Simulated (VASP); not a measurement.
Wanted: the native input for a VASP 6.6.1 run.

```
Task                   : single point
Functional             : PBE
Potentials or basis    : VASP PAW PBE potentials, release 64 (W_sv)
Cutoff                 : 520 eV
k mesh                 : 16 × 16 × 16
Occupations            : fermi-dirac, width 0.0612256 eV
Spin                   : no spin polarisation
Dipole correction      : no
Further INCAR settings : ALGO = Normal; EDIFF = 1e-06; NBANDS = 13
```

The structure of W lies in POSCAR:

```
W
1.0
   -1.5922416948      1.5922416948      1.5922416948
    1.5922416948     -1.5922416948      1.5922416948
    1.5922416948      1.5922416948     -1.5922416948
W
1
Direct
    0.0000000000      0.0000000000      0.0000000000
```

One way to write it, as run:

INCAR

```
SYSTEM = W
PREC = Accurate
ENCUT = 520
EDIFF = 1E-6
ISMEAR = -1
SIGMA = 0.06122561905347299
LREAL = .False.
LASPH = .True.
NELM = 100
ALGO = Normal
ISIF = 2
LWAVE = .False.
LCHARG = .False.
GGA = PE
NBANDS = 13
```

KPOINTS

```
regular mesh
0
Gamma
  16 16 16
  0 0 0
```

Potentials or basis: VASP PAW PBE potentials, release 64 (W_sv).

Run with:

```console
$ cat potpaw_PBE.64/W_sv/POTCAR > POTCAR
$ mpirun -np 1 vasp_std > vasp.out
```

Results of the run:

| Item | Value |
| --- | --- |
| Pressure | 0.1 GPa |
| Band gap on the k mesh | zero (band 7 reaches 16.21 eV, above the bottom of band 8 at 9.98 eV) |

Caveat: spin-orbit coupling is left out, which moves the levels of the heavy elements.

Run time: 34 s on 1 thread of Intel Xeon 8259CL, on a shared host, peak memory 0.16 GiB.
